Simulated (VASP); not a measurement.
# MgO (Fm-3m) in VASP: further runs, part 2 of 2

VASP 6.6.1. The steps go on from the part before.

**3. Single point, r2SCAN**

Input file POSCAR:

```
MgO
1.0
    0.0000000000      2.1000000000      2.1000000000
    2.1000000000      0.0000000000      2.1000000000
    2.1000000000      2.1000000000      0.0000000000
Mg O
1 1
Direct
    0.0000000000      0.0000000000      0.0000000000
    0.5000000000      0.5000000000      0.5000000000
```

Input file INCAR.step1:

```
ALGO = Normal
EDIFF = 1E-5
ENCUT = 750
GGA = PE
GGA_COMPAT = False
ISMEAR = -1
LASPH = True
LCHARG = False
LREAL = False
LWAVE = True
NBANDS = 15
NELM = 120
PREC = Accurate
SIGMA = 0.05
```

Input file INCAR.step2:

```
ALGO = Normal
EDIFF = 1E-6
ENCUT = 750
GGA_COMPAT = False
ISIF = 2
ISMEAR = -1
ISTART = 1
LASPH = True
LCHARG = True
LELF = True
LMIXTAU = True
LREAL = False
LVHAR = True
LWAVE = False
METAGGA = R2SCAN
NBANDS = 15
NELM = 120
PREC = Accurate
SIGMA = 0.05
```

Input file KPOINTS:

```
k-points
0
Gamma
  9 9 9
```

Potentials or basis: VASP PAW PBE potentials, release 64 (Mg_sv, O).

Launch:

```console
$ cat potpaw_PBE.64/Mg_sv/POTCAR potpaw_PBE.64/O/POTCAR > POTCAR
$ cp INCAR.step1 INCAR
$ mpirun -np 1 vasp_std > vasp.out
$ cp INCAR.step2 INCAR
$ mpirun -np 1 vasp_std > vasp.out
```

OUTCAR:

```text
EDIFF = 1E-6
   ENCUT = 750
   ISIF = 2
   ISMEAR = -1
   ISTART = 1
   LASPH = True
   LREAL = False
   METAGGA = R2SCAN
   NELM = 120
   PREC = Accurate

 ion  position               nearest neighbor table
   1  0.000  0.000  0.000-   2 2.10   2 2.10   2 2.10   2 2.10   2 2.10   2 2.10
   2  0.500  0.500  0.500-   1 2.10   1 2.10   1 2.10   1 2.10   1 2.10   1 2.10

  LATTYP: Found a face centered cubic cell.
 ALAT       =     4.2000000000

  Lattice vectors:

 A1 = (   0.0000000000,   2.1000000000,   2.1000000000)
 A2 = (   2.1000000000,   0.0000000000,   2.1000000000)
 A3 = (   2.1000000000,   2.1000000000,   0.0000000000)

Analysis of symmetry for initial positions (statically):
=====================================================================
 Subroutine PRICEL returns:
 Original cell was already a primitive cell.

 Routine SETGRP: Setting up the symmetry group for a
 face centered cubic supercell.

 Subroutine GETGRP returns: Found 48 space group operations
 (whereof 48 operations were pure point group operations)
 out of a pool of 48 trial point group operations.

The static configuration has the point symmetry O_h .

Analysis of symmetry for dynamics (positions and initial velocities):
=====================================================================
 Subroutine PRICEL returns:
 Original cell was already a primitive cell.

 Routine SETGRP: Setting up the symmetry group for a
 face centered cubic supercell.

 Subroutine GETGRP returns: Found 48 space group operations
 (whereof 48 operations were pure point group operations)
 out of a pool of 48 trial point group operations.

The dynamic configuration has the point symmetry O_h .

 Subroutine INISYM returns: Found 48 space group operations
 (whereof 48 operations are pure point group operations),
 and found     1 'primitive' translations

----------------------------------------------------------------------------------------

                                     Primitive cell

  volume of cell :      18.5220

  direct lattice vectors                    reciprocal lattice vectors
     0.000000000  2.100000000  2.100000000    -0.238095238  0.238095238  0.238095238
     2.100000000  0.000000000  2.100000000     0.238095238 -0.238095238  0.238095238
     2.100000000  2.100000000  0.000000000     0.238095238  0.238095238 -0.238095238

  length of vectors
     2.969848481  2.969848481  2.969848481     0.412393049  0.412393049  0.412393049

  position of ions in fractional coordinates (direct lattice)
     0.000000000  0.000000000  0.000000000
     0.500000000  0.500000000  0.500000000

  ion indices of the primitive-cell ions
   primitive index   ion index
                 1           1
                 2           2

----------------------------------------------------------------------------------------

 KPOINTS: k-points

Automatic generation of k-mesh.
 Grid dimensions read from file:
 generate k-points for:    9    9    9

 Generating k-lattice:

  Cartesian coordinates                     Fractional coordinates (reciprocal lattice)
    -0.026455026  0.026455026  0.026455026     0.111111111  0.000000000  0.000000000
     0.026455026 -0.026455026  0.026455026     0.000000000  0.111111111  0.000000000
     0.026455026  0.026455026 -0.026455026     0.000000000  0.000000000  0.111111111

  Length of vectors
     0.045821450  0.045821450  0.045821450

  Shift w.r.t. Gamma in fractional coordinates (k-lattice)
     0.000000000  0.000000000  0.000000000

 Subroutine IBZKPT returns following result:
 ===========================================

 Found     35 irreducible k-points:

 Following reciprocal coordinates:
            Coordinates               Weight
  0.000000  0.000000  0.000000      1.000000
  0.111111  0.000000  0.000000      8.000000
  0.222222  0.000000  0.000000      8.000000
  0.333333  0.000000  0.000000      8.000000
  0.444444  0.000000  0.000000      8.000000
  0.111111  0.111111  0.000000      6.000000
[... 16 lines left out ...]
 -0.333333  0.333333  0.000000     12.000000
  0.444444  0.444444  0.000000      6.000000
 [... further k-points ...]
   k-points           NKPTS =     35   k-points in BZ     NKDIM =     35   number of bands    NBANDS=     15
   number of dos      NEDOS =    301   number of ions     NIONS =      2
   total plane-waves  NPLWV =  21952
   dimension x,y,z NGX =    28 NGY =   28 NGZ =   28
   dimension x,y,z NGXF=    56 NGYF=   56 NGZF=   56
   ions per type =               1   1
   NGX,Y,Z   is equivalent  to a cutoff of  15.67, 15.67, 15.67 a.u.
   NGXF,Y,Z  is equivalent  to a cutoff of  31.35, 31.35, 31.35 a.u.
 SYSTEM =  unknown system
   PREC   = accura    normal or accurate (medium, high low for compatibility)
   ISTART =      1    job   : 0-new  1-cont  2-samecut
   ICHARG =      0    charge: 1-file 2-atom 10-const
   ISPIN  =      1    spin polarized calculation?
   LNONCOLLINEAR =      F non collinear calculations
   LSORBIT =      F    spin-orbit coupling
   LASPH  =      T    aspherical Exc in radial PAW
   ENCUT  =  750.0 eV  55.12 Ry    7.42 a.u.   6.63  6.63  6.63*2*pi/ulx,y,z
   NELM   =    120;   NELMIN=  2; NELMDL=  0     # of ELM steps
   EDIFF  = 0.1E-05   stopping-criterion for ELM
   LREAL  =      F    real-space projection
   EDIFFG = 0.1E-04   stopping-criterion for IOM
   NSW    =      0    number of steps for IOM
   IBRION =     -1    ionic relax: 0-MD 1-quasi-New 2-CG
   NFREE  =      0    steps in history (QN), initial steepest desc. (CG)
   ISIF   =      2    stress and relaxation
   ISYM   =      2    0-nonsym 1-usesym 2-fastsym
   POTIM  = 0.5000    time-step for ionic-motion
   TEBEG  =    0.0;   TEEND  =   0.0 temperature during run
   PSTRESS=    0.0 pullay stress
   NELECT =      16.0000    total number of electrons
   NUPDOWN=      -1.0000    fix difference up-down
   EMIN   =  10.00;   EMAX   =-10.00  energy-range for DOS
   EFERMI =   0.00;   METHOD = LEGACY
   ISMEAR =    -1;   SIGMA  =   0.05  broadening in eV -4-tet -1-fermi 0-gaus
   EFERMI_NEDOS =   21; number of points for ismear=-14 and -15
   IALGO  =     38    algorithm
   IMIX   =      4    mixing-type and parameters
     AMIX     =   0.40;   BMIX     =  1.00
     AMIX_MAG =   1.60;   BMIX_MAG =  1.00
  volume/ion in A,a.u.               =       9.26        62.50
  Fermi-wavevector in a.u.,A,eV,Ry     =   1.559142  2.946350 33.074705  2.430922
  Thomas-Fermi vector in A             =   2.662543
   LORBIT       =      0    0 simple, 1 ext, 2 COOP (PROOUT), +10 PAW based schemes
   METAGGA = R2SCAN    functional components
   LHFCALC =     F    Hartree Fock is set to
   AEXX    =    0.0000 exact exchange contribution
   IVDW    =     0    specifies the selected vdW correction
   LEPSILON=     F    determine dielectric tensor
   LRPA    =     F    only Hartree local field effects (RPA)
 non-spin polarized calculation
  energy-cutoff  :      750.00
  volume of cell :       18.52
 maximum number of plane-waves:       889
   NGX = 13   NGY = 13   NGZ = 13

 number of electron      15.9999994 magnetization

 Free energy of the ion-electron system (eV)
  ---------------------------------------------------
  ext. energy  EPLUGINS =         0.00000000
  ---------------------------------------------------
  free energy    TOTEN  =       -16.16236315 eV

  energy without entropy =      -16.16236315  energy(sigma->0) =      -16.16236315

 E-fermi :   3.6304     XC(G=0): -12.0883

 val. band max:        2.5677761129   @ k =   0.0000   0.0000   0.0000
 cond. band min:       8.3035794938   @ k =   0.0000   0.0000   0.0000
 fundamental gap:      5.7358033808
 Fermi energy:         3.6304211208

 k-point     1 :       0.0000    0.0000    0.0000
  band No.  band energies     occupation
      1     -72.3719      2.00000
      2     -37.4626      2.00000
      3     -37.4626      2.00000
      4     -37.4626      2.00000
      5     -15.6629      2.00000
      6       2.5678      2.00000
      7       2.5678      2.00000
      8       2.5678      2.00000
      9       8.3036      0.00000
     10      19.4799      0.00000
     11      19.4799      0.00000
     12      19.4799      0.00000
     13      23.6119      0.00000
     14      25.4520      0.00000
     15      25.4520      0.00000
[... 397 lines left out ...]
 k-point    24 :       0.4444    0.4444    0.0000
  band No.  band energies     occupation
      1     -72.3610      2.00000
      2     -37.5335      2.00000
      3     -37.4904      2.00000
      4     -37.4904      2.00000
      5     -14.1993      2.00000
      6      -1.4677      2.00000
      7       1.2255      2.00000
      8       1.2255      2.00000
      9      12.7278      0.00000
     10      13.7909      0.00000
     11      16.9947      0.00000
     12      23.0550      0.00000
     13      23.0550      0.00000
     14      29.7372      0.00000
     15      30.6728      0.00000

 [... further k-points ...]
[... 5 lines left out ...]
  --------------------------------------------------------------------------------------
  -------------------------------------------------------------------------------------
  Total        0.0557530      0.0557530      0.0557530      0.0000000      0.0000000     -0.0000000
  in kB        4.8227060      4.8227060      4.8227060      0.0000000      0.0000000     -0.0000000
  external PRESSURE =       4.8227060 kB  Pullay stress =       0.0000000 kB

 VOLUME and BASIS-vectors are now :
 -----------------------------------------------------------------------------
  energy-cutoff  :      750.00
  volume of cell :       18.52
      direct lattice vectors                 reciprocal lattice vectors
     0.000000000  2.100000000  2.100000000    -0.238095238  0.238095238  0.238095238
     2.100000000  0.000000000  2.100000000     0.238095238 -0.238095238  0.238095238
     2.100000000  2.100000000  0.000000000     0.238095238  0.238095238 -0.238095238

 POSITION                                       TOTAL-FORCE (eV/Angst)
 -----------------------------------------------------------------------------------
      0.00000      0.00000      0.00000         0.000000      0.000000      0.000000
      2.10000      2.10000      2.10000        -0.000000      0.000000     -0.000000
 -----------------------------------------------------------------------------------
    total drift:                                0.000000      0.000000      0.000000

  FREE ENERGIE OF THE ION-ELECTRON SYSTEM (eV)
  ---------------------------------------------------
  free  energy   TOTEN  =       -16.1623631535 eV

  energy  without entropy=      -16.1623631534  energy(sigma->0) =      -16.16236315
```

OUTCAR.step1:

```text
EDIFF = 1E-5
   ENCUT = 750
   GGA = PE
   ISMEAR = -1
   LASPH = True
[... 652 lines left out ...]
      0.00000      0.00000      0.00000        -0.000000      0.000000      0.000000
      2.10000      2.10000      2.10000         0.000000     -0.000000     -0.000000
 -----------------------------------------------------------------------------------
    total drift:                                0.000000      0.000000      0.000000

  FREE ENERGIE OF THE ION-ELECTRON SYSTEM (eV)
  ---------------------------------------------------
  free  energy   TOTEN  =       -11.8721758312 eV

  energy  without entropy=      -11.8721758312  energy(sigma->0) =      -11.87217583
```

OSZICAR.step1:

```text
N       E                     dE             d eps       ncg     rms          rms(c)
DAV:   1     0.150227845749E+03    0.15023E+03   -0.12532E+04  1050   0.163E+03
DAV:   2    -0.815289460378E+01   -0.15838E+03   -0.15063E+03  1211   0.417E+02
DAV:   3    -0.133875036055E+02   -0.52346E+01   -0.52050E+01  1389   0.741E+01
DAV:   4    -0.134748004287E+02   -0.87297E-01   -0.87292E-01  1148   0.939E+00
DAV:   5    -0.134765474847E+02   -0.17471E-02   -0.17470E-02  1373   0.110E+00    0.859E+00
DAV:   6    -0.118938566247E+02    0.15827E+01   -0.25725E+00  1106   0.148E+01    0.280E+00
DAV:   7    -0.118823274268E+02    0.11529E-01   -0.13666E-01  1288   0.342E+00    0.171E+00
DAV:   8    -0.118730936700E+02    0.92338E-02   -0.37398E-02  1267   0.219E+00    0.331E-01
DAV:   9    -0.118719901419E+02    0.11035E-02   -0.34452E-03  1197   0.543E-01    0.983E-02
DAV:  10    -0.118721871301E+02   -0.19699E-03   -0.27320E-04  1309   0.172E-01    0.475E-02
DAV:  11    -0.118721757909E+02    0.11339E-04   -0.24480E-05  1323   0.474E-02    0.614E-03
DAV:  12    -0.118721758312E+02   -0.40295E-07   -0.54609E-07   623   0.953E-03
   1 F= -.11872176E+02 E0= -.11872176E+02  d E =-.514137E-10
```

Run time: 34 s. Hardware: 1 thread of Intel Xeon 6975P-C (Granite Rapids), shared host; peak memory 0.16 GiB.

Results:

| Property | Result |
| --- | --- |
| Free energy | -16.1624 eV |
| Pressure | 0.5 GPa |
| Band gap on the k mesh | 5.74 eV |

Levels at points of the mesh, in eV from the valence-band top:
```tsv
k point	band 6	band 7	band 8	band 9	band 10	band 11
(0.00, 0.00, 0.00)	0.00	0.00	0.00	5.74	16.91	16.91
```

Caveat: the PAW data sets were made with another functional, which shifts forces and pressure a little.

**4. Against experiment**

Step 2. A measured gap of MgO is 7.83 eV (quoted in “Electronic structure of alkaline earth and post-transition metal oxides”, 2009, arxiv:0908.1581); the calculated 5.74 eV misses it by -2.09 eV. The value is that of r2SCAN, without temperature or zero-point motion.

Step 3. Measured gap of MgO: 7.83 eV (quoted in “Electronic structure of alkaline earth and post-transition metal oxides”, 2009, arxiv:0908.1581). This calculation gives 5.74 eV (-2.09 eV). The value is that of r2SCAN, without temperature or zero-point motion.
